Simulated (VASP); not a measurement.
Input of a VASP 6.6.1 run:

File INCAR:

```
PREC = Accurate
ENCUT = 520
EDIFF = 1E-6
ISMEAR = -1
SIGMA = 0.02
LREAL = False
LASPH = True
NELM = 60
ALGO = Normal
ISIF = 2
LWAVE = False
LCHARG = False
GGA = PS
NBANDS = 15
```

File KPOINTS:

```
regular mesh
0
Gamma
  12 12 10
```

Contents of POSCAR:

```
TaN
1.0
    2.9766611718      0.0000000000      0.0000000000
   -1.4883305859      2.5778641933      0.0000000000
    0.0000000000      0.0000000000      2.9209385612
Ta N
1 1
Direct
    0.3333333333      0.6666666667      0.5000000000
    0.0000000000      0.0000000000      0.0000000000
```

Potentials or basis: VASP PAW PBE potentials, release 64 (Ta_pv, N).

Run with:

```sh
$ cat potpaw_PBE.64/Ta_pv/POTCAR potpaw_PBE.64/N/POTCAR > POTCAR
$ mpirun -np 1 vasp_std > vasp.out
```

(1) Predict the pressure.

(2) What does it give for the band gap on the k mesh?

## Answers

(1) -16.6 GPa.

(2) zero (band 8 reaches 8.07 eV, above the bottom of band 9 at 7.59 eV).

Caveat: the PAW data sets were made with another functional, which shifts forces and pressure a little; spin-orbit coupling is left out, which moves the levels of the heavy elements.
